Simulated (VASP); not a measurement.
# Al2O3 in VASP: notebook

Al2O3 is run at these levels: PBE; tasks: single point.

All numbers are computed with VASP 6.6.1; they aren't measurements. Logs are shortened: lines on timing, memory, paths and dates and some standing lists are left out, and cuts for length are marked.

## 1. The cell of the first run

The cell holds an amorphous packing of atoms, 25 atoms: a = 6.180 Å, b = 6.550 Å, c = 6.817 Å, α = 96.24°, β = 86.56°, γ = 89.37°.

## 2. Single point, PBE

Input file INCAR:

```
PREC = Accurate ; ENCUT = 520
EDIFF = 1E-7 ; ISMEAR = -1
SIGMA = 0.1206 ; LREAL = Auto
LASPH = T ; NELM = 60
ALGO = Normal ; ISIF = 2
LWAVE = F ; LCHARG = F
GGA = PE ; NBANDS = 78
ISYM = 0
```

Input file KPOINTS:

```
Automatic mesh
0
Gamma
  1 1 1
```

Input file POSCAR:

```
Al2O3
1.0
    6.1766180000      0.0403830000      0.1957820000
    0.0403830000      6.5396630000     -0.3645670000
    0.1957820000     -0.3645670000      6.8042970000
Al O
10 15
Direct
    0.2597322805      0.1761021171      0.1012523579
    0.3642072451      0.9140887981      0.3353031750
    0.8791632687      0.8540604390      0.3479983177
    0.8260398743      0.8811902384     -0.0262580921
    0.5721541357      0.5516899304      0.5505285060
    0.8036118996      0.3421346882      0.1807564061
    0.0873866774      0.1739537334      0.6682029095
    0.3552889570      0.5892379877      0.0707400842
    0.5936982659      0.1466734050      0.7217849029
    0.1536020853      0.6942237134      0.6434593512
    0.3173702397      0.6361845500      0.4079906436
    0.3447030675      0.5814494703      0.7854049629
    0.4859178025      0.8487893076      0.0652495934
    0.5898046106      0.9463698094      0.5065837185
    0.3182400664      0.1382901890      0.8197388154
    0.2523739503      0.1896728607      0.3876247890
    0.0879916787      0.3910438050      0.0907105436
    0.7358411132      0.3221844820      0.5713638580
    0.5537891051      0.3738674044      0.0840544996
    0.0801171510      0.9172855933      0.5437794030
    0.8518735275      0.0884480467      0.2040986359
    0.7693175156      0.5942574004      0.3385892938
    0.1068330691      0.7922481843      0.1693443940
    0.8895222321      0.6752212431      0.7776072886
    0.8339089413      0.0919134712      0.8329329625
```

Potentials or basis: VASP PAW PBE potentials, release 64 (Al, O).

Command:

```bash
$ cat potpaw_PBE.64/Al/POTCAR potpaw_PBE.64/O/POTCAR > POTCAR
$ mpirun -np 1 vasp_gam > vasp.out
```

OUTCAR:

```text
PREC = Accurate
   ENCUT = 520
   EDIFF = 1E-7
   ISMEAR = -1
   LREAL = Auto
   LASPH = T
   NELM = 60
   ISIF = 2
   GGA = PE
   ISYM = 0

 ion  position               nearest neighbor table
   1  0.260  0.176  0.101-  17 1.76  15 1.92  16 1.94  19 2.25  13 2.53   2 2.57  21 2.66   8 2.80
                             6 3.01   7 3.20   9 3.20
   2  0.364  0.914  0.335-  14 1.87  16 1.91  13 1.95  11 1.96  23 2.12  20 2.19   1 2.57   8 2.64
                            10 2.92   3 3.02   7 3.10   3 3.21   5 3.22   9 3.30
   3  0.879  0.854  0.348-  23 1.82  22 1.84  20 1.89  21 1.92  14 2.08   4 2.62  10 2.98   2 3.02
                             5 3.13   7 3.20   2 3.21
   4  0.826  0.881  0.974-  25 1.76  24 1.82  21 1.98  13 2.18  23 2.36   3 2.62   9 2.99  10 3.08
                             6 3.19   7 3.34
   5  0.572  0.552  0.551-  18 1.83  22 1.88  11 2.00  12 2.06  14 2.64  24 2.65  10 2.75   6 3.01
                             9 3.02   3 3.13   2 3.22
   6  0.804  0.342  0.181-  21 1.71  19 1.73  17 1.87  22 1.87   1 3.01   5 3.01   4 3.19   8 3.36

   7  0.087  0.174  0.668-  20 1.80  15 1.84  25 1.99  16 2.13  18 2.52   9 3.06   2 3.10  10 3.15
                             9 3.18   3 3.20   1 3.20   4 3.34
   8  0.355  0.589  0.071-  19 1.87  13 1.89  12 1.95  23 2.05  17 2.12  11 2.28   2 2.64   1 2.80
                             6 3.36
   9  0.594  0.147  0.722-  25 1.76  15 1.79  18 1.82  14 1.86   4 2.99   5 3.02   7 3.06   7 3.18
                             1 3.20   2 3.30
  10  0.154  0.694  0.643-  20 1.74  12 1.77  24 1.83  11 1.85   5 2.75   2 2.92   3 2.98   4 3.08
                             7 3.15
  11  0.317  0.636  0.408-  10 1.85   2 1.96   5 2.00   8 2.28
  12  0.345  0.581  0.785-  10 1.77   8 1.95   5 2.06
  13  0.486  0.849  0.065-   8 1.89   2 1.95   4 2.18   1 2.53
  14  0.590  0.946  0.507-   9 1.86   2 1.87   3 2.08   5 2.64
  15  0.318  0.138  0.820-   9 1.79   7 1.84   1 1.92
  16  0.252  0.190  0.388-   2 1.91   1 1.94   7 2.13
  17  0.088  0.391  0.091-   1 1.76   6 1.87   8 2.12
  18  0.736  0.322  0.571-   9 1.82   5 1.83   7 2.52
  19  0.554  0.374  0.084-   6 1.73   8 1.87   1 2.25
  20  0.080  0.917  0.544-  10 1.74   7 1.80   3 1.89   2 2.19
  21  0.852  0.088  0.204-   6 1.71   3 1.92   4 1.98   1 2.66
  22  0.769  0.594  0.339-   3 1.84   6 1.87   5 1.88
  23  0.107  0.792  0.169-   3 1.82   8 2.05   2 2.12   4 2.36
  24  0.890  0.675  0.778-   4 1.82  10 1.83   5 2.65
  25  0.834  0.092  0.833-   9 1.76   4 1.76   7 1.99

IMPORTANT INFORMATION: All symmetrisations will be switched off!
NOSYMM: (Re-)initialisation of all symmetry stuff for point group C_1.

----------------------------------------------------------------------------------------

                                     Primitive cell

  volume of cell :     273.7575

  direct lattice vectors                    reciprocal lattice vectors
     6.176618000  0.040383000  0.195782000     0.162059116 -0.001264453 -0.004730722
     0.040383000  6.539663000 -0.364567000    -0.001264453  0.153381044  0.008254376
     0.195782000 -0.364567000  6.804297000    -0.004730722  0.008254376  0.147544333

  length of vectors
     6.179852045  6.549941377  6.816868589     0.162133080  0.153608197  0.147850751

  position of ions in fractional coordinates (direct lattice)
     0.259732281  0.176102117  0.101252358
     0.364207245  0.914088798  0.335303175
     0.879163269  0.854060439  0.347998318
     0.826039874  0.881190238  0.973741908
     0.572154136  0.551689930  0.550528506
     0.803611900  0.342134688  0.180756406
[... 17 lines left out ...]
     0.889522232  0.675221243  0.777607289
     0.833908941  0.091913471  0.832932963

  ion indices of the primitive-cell ions
   primitive index   ion index
                 1           1
                 2           2
                 3           3
                 4           4
                 5           5
                 6           6
[... 17 lines left out ...]
                24          24
                25          25

----------------------------------------------------------------------------------------

 KPOINTS: Automatic mesh

Automatic generation of k-mesh.
 Grid dimensions read from file:
 generate k-points for:    1    1    1

 Generating k-lattice:

  Cartesian coordinates                     Fractional coordinates (reciprocal lattice)
     0.162059116 -0.001264453 -0.004730722     1.000000000 -0.000000000  0.000000000
    -0.001264453  0.153381044  0.008254376    -0.000000000  1.000000000 -0.000000000
    -0.004730722  0.008254376  0.147544333     0.000000000 -0.000000000  1.000000000

  Length of vectors
     0.162133080  0.153608197  0.147850751

  Shift w.r.t. Gamma in fractional coordinates (k-lattice)
     0.000000000  0.000000000  0.000000000

 Subroutine IBZKPT returns following result:
 ===========================================

 Found      1 irreducible k-points:

 Following reciprocal coordinates:
            Coordinates               Weight
  0.000000  0.000000  0.000000      1.000000
   k-points           NKPTS =      1   k-points in BZ     NKDIM =      1   number of bands    NBANDS=     78
   number of dos      NEDOS =    301   number of ions     NIONS =     25
   total plane-waves  NPLWV = 129600
   dimension x,y,z NGX =    48 NGY =   50 NGZ =   54
   dimension x,y,z NGXF=    96 NGYF=  100 NGZF=  108
   ions per type =              10  15
   NGX,Y,Z   is equivalent  to a cutoff of  12.91, 12.69, 13.17 a.u.
   NGXF,Y,Z  is equivalent  to a cutoff of  25.83, 25.38, 26.34 a.u.
 SYSTEM =  unknown system
   PREC   = accura    normal or accurate (medium, high low for compatibility)
   ISTART =      0    job   : 0-new  1-cont  2-samecut
   ICHARG =      2    charge: 1-file 2-atom 10-const
   ISPIN  =      1    spin polarized calculation?
   LNONCOLLINEAR =      F non collinear calculations
   LSORBIT =      F    spin-orbit coupling
   LASPH  =      T    aspherical Exc in radial PAW
   ENCUT  =  520.0 eV  38.22 Ry    6.18 a.u.  11.49 12.18 12.67*2*pi/ulx,y,z
   NELM   =     60;   NELMIN=  2; NELMDL= -5     # of ELM steps
   EDIFF  = 0.1E-06   stopping-criterion for ELM
   LREAL  =      T    real-space projection
   EDIFFG = 0.1E-05   stopping-criterion for IOM
   NSW    =      0    number of steps for IOM
   IBRION =     -1    ionic relax: 0-MD 1-quasi-New 2-CG
   NFREE  =      0    steps in history (QN), initial steepest desc. (CG)
   ISIF   =      2    stress and relaxation
   ISYM   =      0    0-nonsym 1-usesym 2-fastsym
   POTIM  = 0.5000    time-step for ionic-motion
   TEBEG  =    0.0;   TEEND  =   0.0 temperature during run
   PSTRESS=    0.0 pullay stress
   NELECT =     120.0000    total number of electrons
   NUPDOWN=      -1.0000    fix difference up-down
   EMIN   =  10.00;   EMAX   =-10.00  energy-range for DOS
   EFERMI =   0.00;   METHOD = LEGACY
   ISMEAR =    -1;   SIGMA  =   0.12  broadening in eV -4-tet -1-fermi 0-gaus
   EFERMI_NEDOS =   21; number of points for ismear=-14 and -15
   IALGO  =     38    algorithm
   IMIX   =      4    mixing-type and parameters
     AMIX     =   0.40;   BMIX     =  1.00
     AMIX_MAG =   1.60;   BMIX_MAG =  1.00
  volume/ion in A,a.u.               =      10.95        73.90
  Fermi-wavevector in a.u.,A,eV,Ry     =   1.243598  2.350059 21.041888  1.546535
  Thomas-Fermi vector in A             =   2.377901
   LORBIT       =      0    0 simple, 1 ext, 2 COOP (PROOUT), +10 PAW based schemes
   GGA     = PE    functional components
   LHFCALC =     F    Hartree Fock is set to
   AEXX    =    0.0000 exact exchange contribution
   IVDW    =     0    specifies the selected vdW correction
   LEPSILON=     F    determine dielectric tensor
   LRPA    =     F    only Hartree local field effects (RPA)
 non-spin polarized calculation
  energy-cutoff  :      520.00
  volume of cell :      273.76
 maximum number of plane-waves:      3690
 NGX is ok and might be reduce to    48
   NGX = 23   NGY = 25   NGZ = 25

 number of electron     119.9999992 magnetization

 Free energy of the ion-electron system (eV)
  ---------------------------------------------------
  ext. energy  EPLUGINS =         0.00000000
  ---------------------------------------------------
  free energy    TOTEN  =      -172.36238565 eV

  energy without entropy =     -172.35934629  energy(sigma->0) =     -172.36086597

 E-fermi :   5.1938     XC(G=0): -10.3148

 val. band max:        4.2934648821   @ k =   0.0000   0.0000   0.0000
 cond. band min:       6.0641344141   @ k =   0.0000   0.0000   0.0000
 fundamental gap:      1.7706695320
 Fermi energy:         5.1937803987

 k-point     1 :       0.0000    0.0000    0.0000
  band No.  band energies     occupation
      1     -14.8098      2.00000
      2     -13.9952      2.00000
      3     -13.7424      2.00000
      4     -13.6406      2.00000
      5     -13.1981      2.00000
      6     -13.0745      2.00000
[... 64 lines left out ...]
     71      11.7892      0.00000
     72      11.8919      0.00000
 [bands above 72 left out]

------------------------ aborting loop because EDIFF is reached ----------------------------------------

  FORCE on cell =-STRESS in cart. coord.  units (eV):
  Direction    XX          YY          ZZ          XY          YZ          ZX
  --------------------------------------------------------------------------------------
  -------------------------------------------------------------------------------------
  Total      -28.3219651      2.2064433    -18.0810086     -0.0616377     -6.0395669     11.2013684
  in kB     -165.7554901     12.9133019   -105.8198623     -0.3607373    -35.3468192     65.5564787
  external PRESSURE =     -86.2206835 kB  Pullay stress =       0.0000000 kB

 VOLUME and BASIS-vectors are now :
 -----------------------------------------------------------------------------
  energy-cutoff  :      520.00
  volume of cell :      273.76
      direct lattice vectors                 reciprocal lattice vectors
     6.176618000  0.040383000  0.195782000     0.162059116 -0.001264453 -0.004730722
     0.040383000  6.539663000 -0.364567000    -0.001264453  0.153381044  0.008254376
     0.195782000 -0.364567000  6.804297000    -0.004730722  0.008254376  0.147544333

 POSITION                                       TOTAL-FORCE (eV/Angst)
 -----------------------------------------------------------------------------------
      1.63120      1.12522      0.67560         0.295316      1.617977      0.419872
      2.35213      5.87030      2.01956        -0.546592     -0.595002      1.970652
      5.53288      5.49390      2.22865        -0.482292      0.779925      1.498236
      5.32836      5.44105      6.46610        -0.260807     -0.394765     -0.117549
      3.66404      3.43027      3.65685         0.597284      0.591096     -0.271087
      5.01281      2.20400      1.26252         1.666282      2.324229      0.214691
[... 17 lines left out ...]
      5.67375      4.16815      5.21906         0.413304      0.791643      0.628590
      5.31752      0.33110      5.79728         0.736879      0.681110     -0.115136
 -----------------------------------------------------------------------------------
    total drift:                               -0.004196      0.005078      0.001460

  FREE ENERGIE OF THE ION-ELECTRON SYSTEM (eV)
  ---------------------------------------------------
  free  energy   TOTEN  =      -172.3623856452 eV

  energy  without entropy=     -172.3593462871  energy(sigma->0) =     -172.36086597
```

Run time: 92 s. Hardware: 1 thread of Intel Xeon 8259CL, shared host; peak memory 0.31 GiB.

What came out:

```yaml
Free_energy: -172.3624 eV
Pressure: -8.6 GPa
Largest_force: 3.544 eV/Å
Band_gap_on_the_k_mesh: 1.77 eV
```

Forces in eV/Å, atoms in the order of the input:
```
Al   0.295  1.618  0.420
Al  -0.547 -0.595  1.971
Al  -0.482  0.780  1.498
Al  -0.261 -0.395 -0.118
Al   0.597  0.591 -0.271
Al   1.666  2.324  0.215
Al  -0.852 -0.900 -0.624
Al  -2.139 -0.343 -0.632
Al   0.572  0.009 -2.008
Al  -1.362 -1.119  0.815
O    2.200 -0.735  0.961
O    1.130 -0.250 -1.206
O    1.845  0.835  1.387
O    0.376 -0.987 -0.220
O   -0.691 -0.067  0.224
O    0.895 -0.861 -1.112
O    0.362 -0.318 -0.517
O   -1.196  0.486  1.033
O   -2.623 -0.313 -0.913
O   -0.727  0.692 -0.490
O   -0.290 -3.531  0.094
O   -0.005  0.670  0.286
O    0.088  0.936 -1.306
O    0.413  0.792  0.629
O    0.737  0.681 -0.115
```

Stress tensor (GPa, compression positive):
```
-16.58  -0.04   6.56
 -0.04   1.29  -3.53
  6.56  -3.53 -10.58
```

Levels at points of the mesh, in eV from the valence-band top:
```tsv
k point	band 58	band 59	band 60	band 61	band 62	band 63
(0.00, 0.00, 0.00)	-0.37	-0.20	0.00	1.77	4.19	4.73
```

Caveat: the k points lie up to 1.02 Å⁻¹ apart.

## 3. Single point, PBE

Input file INCAR:

```
PREC = Accurate ; ENCUT = 520
EDIFF = 1E-6 ; ISMEAR = -1
SIGMA = 0.1206 ; LREAL = Auto
LASPH = True ; NELM = 100
ALGO = Normal ; ISIF = 2
LWAVE = False ; LCHARG = False
GGA = PE ; NBANDS = 78
ISYM = 0
```

Input file KPOINTS:

```
regular mesh
0
Gamma
  1 1 1
```

Input file POSCAR:

```
Al2O3
1.0
    6.1766180000      0.0403830000      0.1957820000
    0.0403830000      6.5396630000     -0.3645670000
    0.1957820000     -0.3645670000      6.8042970000
Al O
10 15
Direct
    0.3145704601      0.2056040849      0.1289522240
    0.4040636584      0.8723612462      0.3597908397
    0.8458393823      0.8612130565      0.3563753514
    0.8263875707      0.9038904608     -0.0345340860
    0.6140251988      0.6060023332      0.5571437242
    0.8134945524      0.3706335133      0.1910063828
    0.1228253952      0.1081303219      0.6751020341
    0.2685213506      0.6056064375      0.0291241660
    0.6259969286      0.2547064700      0.7977357019
    0.1093076118      0.6238286808      0.5599368881
    0.3269516965      0.6023278875      0.3637896191
    0.3437010105      0.5716777402      0.7349607707
    0.5258650522      0.8446663893      0.1071614863
    0.6175123620      0.8719867805      0.5078893234
    0.3280275431      0.1265171836      0.8341881757
    0.2966222805      0.1459333505      0.3983065672
    0.1012069154      0.3911659199      0.0963014539
    0.6536698925      0.3248038961      0.5493672576
    0.5591018357      0.3800573602      0.0786419664
    0.0751412009      0.8973667343      0.4996789534
    0.8116657875      0.1046218816      0.2037906538
    0.8690720372      0.5854794504      0.3483037006
    0.0790022526      0.8301543781      0.0825670414
    0.8716879992      0.6838308598      0.7479496185
    0.8837551626      0.1143021852      0.8109687822
```

Potentials or basis: VASP PAW PBE potentials, release 64 (Al, O).

Command:

```bash
$ cat potpaw_PBE.64/Al/POTCAR potpaw_PBE.64/O/POTCAR > POTCAR
$ mpirun -np 1 vasp_gam > vasp.out
```

OUTCAR:

```text
PREC = Accurate
   ENCUT = 520
   EDIFF = 1E-6
   ISMEAR = -1
   LREAL = Auto
   LASPH = True
   NELM = 100
   ISIF = 2
   GGA = PE
   ISYM = 0

 ion  position               nearest neighbor table
   1  0.315  0.206  0.129-  17 1.82  16 1.92  19 1.94  15 2.02   8 2.79   2 2.89   9 2.92   6 3.26
                             6 3.31
   2  0.404  0.872  0.360-  14 1.71  13 1.83  11 1.84  16 1.89  20 2.19   5 2.68   3 2.73  10 2.84
                             8 2.87   1 2.89   7 2.97
   3  0.846  0.861  0.356-  14 1.69  20 1.77  22 1.80  21 2.01  23 2.28   5 2.65   4 2.72   2 2.73
[... 287 lines left out ...]
  Total      -15.9087864      2.3432289    -19.6971212     -0.4348285     -0.0077563      3.1771201
  in kB      -93.1068403     13.7138453   -115.2782289     -2.5448523     -0.0453941     18.5942289
  external PRESSURE =     -64.8904080 kB  Pullay stress =       0.0000000 kB

 VOLUME and BASIS-vectors are now :
 -----------------------------------------------------------------------------
  energy-cutoff  :      520.00
  volume of cell :      273.76
      direct lattice vectors                 reciprocal lattice vectors
     6.176618000  0.040383000  0.195782000     0.162059116 -0.001264453 -0.004730722
     0.040383000  6.539663000 -0.364567000    -0.001264453  0.153381044  0.008254376
     0.195782000 -0.364567000  6.804297000    -0.004730722  0.008254376  0.147544333

 POSITION                                       TOTAL-FORCE (eV/Angst)
 -----------------------------------------------------------------------------------
      1.97653      1.31027      0.86406        -0.593543     -0.477751      0.650993
      2.60142      5.59010      2.20920        -2.847344      1.793379     -1.942614
      5.32898      5.53628      2.27651         2.926162      2.799071     -3.153414
      5.32980      5.59253      6.40158         1.098290     -1.194460      0.860471
      3.92615      3.78473      3.69026        -0.332470     -2.600785      2.141504
      5.07701      2.38704      1.32381         1.470454     -2.024445      0.279626
[... 17 lines left out ...]
      5.55813      4.23455      5.01063        -1.072346     -0.235552     -0.001212
      5.62201      0.48753      5.64943        -3.168848      0.630361      1.178436
 -----------------------------------------------------------------------------------
    total drift:                                0.014329     -0.000307      0.018313

  FREE ENERGIE OF THE ION-ELECTRON SYSTEM (eV)
  ---------------------------------------------------
  free  energy   TOTEN  =      -172.2370619841 eV

  energy  without entropy=     -172.2304045358  energy(sigma->0) =     -172.23373326
```

stdout:

```text
POSCAR found type information on POSCAR AlO
 POSCAR found :  2 types and      25 ions
 scaLAPACK will be used
 LDA part: xc-table for (Slater+PW92), standard interpolation
 POSCAR, INCAR and KPOINTS ok, starting setup
 FFT: planning ... GRIDC
 FFT: planning ... GRID_SOFT
 FFT: planning ... GRID
 WAVECAR not read
 entering main loop
```

Run time: 89 s. Hardware: 1 thread of Intel Xeon 8259CL, shared host; peak memory 0.31 GiB.

What came out:

```yaml
Free_energy: -172.2371 eV
Pressure: -6.5 GPa
Largest_force: 5.132 eV/Å
Band_gap_on_the_k_mesh: 1.51 eV
```

Forces in eV/Å, atoms in the order of the input:
```
Al  -0.594 -0.478  0.651
Al  -2.847  1.793 -1.943
Al   2.926  2.799 -3.153
Al   1.098 -1.194  0.860
Al  -0.332 -2.601  2.142
Al   1.470 -2.024  0.280
Al   1.952  0.277 -2.242
Al   0.078  1.712 -0.493
Al  -1.778  0.112 -1.857
Al   0.103  0.688  1.153
O    0.915  1.038  0.293
O   -1.039  0.673  0.968
O    0.354 -0.449 -0.772
O   -0.870 -0.251  1.654
O    2.845  0.688  1.629
O    0.395  0.372 -1.873
O    0.745 -0.410 -0.865
O    0.856  1.168  2.053
O   -0.522 -0.716 -2.733
O    0.442 -1.467  1.060
O    0.109 -1.869  0.251
O   -1.256  0.779  1.909
O   -0.807 -1.037 -0.148
O   -1.072 -0.236 -0.001
O   -3.169  0.630  1.178
```

Stress tensor (GPa, compression positive):
```
 -9.31  -0.25   1.86
 -0.25   1.37   0.00
  1.86   0.00 -11.53
```

Caveat: the k points lie up to 1.02 Å⁻¹ apart.

(Part 1 of 2 ends here.)
